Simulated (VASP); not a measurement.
# HoNb2As3: single point with PBE

The system is HoNb2As3.

```
CELL_PARAMETERS angstrom
4.10108 0.00000 0.00000
0.00000 4.10108 0.00000
0.00000 0.00000 8.42537
ATOMIC_POSITIONS crystal
Ho 0.00000 0.00000 0.24879
Nb 0.50000 0.00000 0.71165
Nb 0.00000 0.50000 0.71165
As 0.00000 0.00000 0.73437
As 0.50000 0.00000 0.38623
As 0.00000 0.50000 0.38623
```

The cell was built from a structure type or drawn by symmetry, and may not be a known phase.

```json
{
 "Program": "VASP 6.6.1",
 "Task": "single point",
 "Functional": "PBE",
 "Potentials or basis": "VASP PAW PBE potentials, release 64 (Ho_3, Nb_sv, As), 4f in core",
 "Cutoff": "500 eV",
 "k mesh": "4 × 4 × 2",
 "Occupations": "gaussian, width 0.1 eV",
 "Spin": "no spin polarisation"
}
```

The pressure is 52.6 GPa. The largest force is 10.266 eV/Å and the band gap on the k mesh is zero (bands 25 and 26 overlap by 1.38 eV).

Forces in eV/Å, atoms in the order of the input:
```
Ho    0.000   0.000 -10.266
Nb    0.000   0.000  -3.420
Nb    0.000   0.000  -3.420
As    0.000   0.000   6.155
As    0.000   0.000   5.476
As    0.000   0.000   5.476
```

Stress tensor (GPa, compression positive):
```
74.38  0.00  0.00
 0.00 74.38  0.00
 0.00  0.00  9.13
```

Levels at points of the mesh, in eV from the Fermi level:
```
           k point  band 20  band 21  band 22  band 23  band 24  band 25  band 26  band 27  band 28  band 29
(0.00, 0.00, 0.00)    -2.73    -1.96    -1.70    -1.70     0.06     0.81     0.81     1.56     1.56     1.67
(0.50, 0.00, 0.00)    -2.54    -2.35    -1.47    -1.34    -1.24    -1.01    -0.47    -0.12     0.65     0.78
(0.50, 0.50, 0.00)    -1.95    -1.95    -1.67    -0.39    -0.39     0.15     0.60     0.60     1.04     1.82
(0.00, 0.00, 0.50)    -2.80    -2.01    -1.74    -1.74     0.85     0.85     0.96     1.38     1.53     1.53
(0.50, 0.00, 0.50)    -2.50    -2.35    -1.45    -1.35    -1.20    -1.01    -0.53     0.17     0.81     1.03
(0.50, 0.50, 0.50)    -2.01    -2.01    -1.57    -0.38    -0.38     0.15     0.69     1.53     1.53     1.75
```

Wall time 34 s on 1 thread of Intel(R) Xeon(R) 6975P-C (Granite Rapids), with other jobs on the host, peak memory 0.26 GiB.

Caveat: the k points lie up to 0.38 Å⁻¹ apart, too coarse for converged energies and pressures of a metal; spin-orbit coupling is left out, which moves the levels of the heavy elements; the 4f electrons are frozen in the core, so they carry no moment and show no levels; forces of over 1 eV/Å act on the atoms, so gaps and moduli don't describe the material at rest. Spin polarisation is off, so any magnetic state and its effect on volume and gap are missing.
